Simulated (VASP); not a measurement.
A run of VASP 6.6.1:

The input INCAR:

```
PREC = Accurate
ENCUT = 520
EDIFF = 1E-6
ISMEAR = -1
SIGMA = 0.1
LREAL = F
LASPH = T
NELM = 100
ALGO = Normal
ISIF = 2
LWAVE = F
LCHARG = F
GGA = RP
NBANDS = 11
```

File KPOINTS:

```
regular mesh
0
Gamma
  5 5 3
```

The input POSCAR:

```
Si
1.0
    2.4440000000      0.0000000000      0.0000000000
   -1.2220000000      2.1165660868      0.0000000000
    0.0000000000      0.0000000000      4.1520000000
Si
2
Direct
    0.3333333333      0.6666666667      0.2500000000
    0.6666666667      0.3333333333      0.7500000000
```

Potentials or basis: VASP PAW PBE potentials, release 64 (Si).

Run with:

```console
$ cat potpaw_PBE.64/Si/POTCAR > POTCAR
$ mpirun -np 1 vasp_std > vasp.out
```

Hardware: 1 thread of Intel Xeon 8259CL (shared host).

Problem. Estimate the wall time of this run.

Solution. It took 3.2 s on 1 thread of Intel Xeon 8259CL (shared host), peak memory 0.12 GiB. Counts: scf iterations 10, k points 10.
